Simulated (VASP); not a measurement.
Rh, 2 atoms in the cell. The structure is hexagonal, space group P6_3/mmc (No. 194). The conventional cell has a = 2.652 Å, b = 2.652 Å, c = 4.278 Å, α = 90.00°, β = 90.00°, γ = 120.00°. Within 3.5 Å of Rh (site symmetry -6m2) lie 12 Rh at 2.63 to 2.65 Å. This isn't the form of Rh at room conditions, which is fcc.

```yaml
Program: VASP 6.6.1
Task: single point
Functional: PBEsol
Potentials_or_basis: VASP PAW PBE potentials, release 64 (Rh_pv)
Cutoff: 520 eV
k_mesh: 15 × 15 × 8
Occupations: fermi-dirac, width 0.1 eV
Spin: no spin polarisation
Dipole_correction: no
Further_INCAR_settings: ALGO = Normal; EDIFF = 1e-06; NBANDS = 22
```

Potentials or basis: VASP PAW PBE potentials, release 64 (Rh_pv).

Command:

```console
$ cat potpaw_PBE.64/Rh_pv/POTCAR > POTCAR
$ mpirun -np 1 vasp_std > vasp.out
```

Hardware: 1 thread of Intel(R) Xeon(R) 6975P-C (Granite Rapids), on a shared host.

Question: How long does it take, and how much memory?

Answer: Run time: 21 s on 1 thread of Intel(R) Xeon(R) 6975P-C (Granite Rapids) (shared host), peak memory 0.18 GiB. Counts: scf iterations 11, k points 135.
